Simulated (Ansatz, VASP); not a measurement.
## Two plane-wave programs on BN

```
B N
1.0
     4.45590    0.00000    0.00000
     0.00000    4.45590    0.00000
     0.00000    0.00000    2.77860
B N
4 4
Direct
  0.17428 0.82572 0.50000
  0.32572 0.32572 0.00000
  0.67428 0.67428 0.00000
  0.82572 0.17428 0.50000
  0.81261 0.81261 0.50000
  0.31261 0.68739 0.00000
  0.68739 0.31261 0.00000
  0.18739 0.18739 0.50000
```

Alike in both runs: task single point; functional PBE; k mesh 6 × 6 × 10; occupations gaussian, width 0.05 eV; no spin polarisation.

|  | VASP | Ansatz |
| --- | --- | --- |
| version | VASP 6.6.1 | Ansatz 0.2.0 |
| potentials or method | VASP PAW PBE potentials, release 64 (B, N), cutoff 520 eV | scalar-relativistic, plane waves, PAW |
| valence electrons in the cell | 32 | 32 |

```tsv
	VASP	Ansatz	Ansatz less VASP
gap on the k mesh at the Fermi level (eV)	4.70	4.70	+0.002
least direct gap on the mesh (eV)	4.70	4.70	+0.002
rms of the force components (eV/Å)	0.092	0.090	-0.0019
```

Atom by atom the forces differ by 0.010 eV/Å (rms over components). With one functional, cell and mesh, what is left measures potentials, basis and numerics.
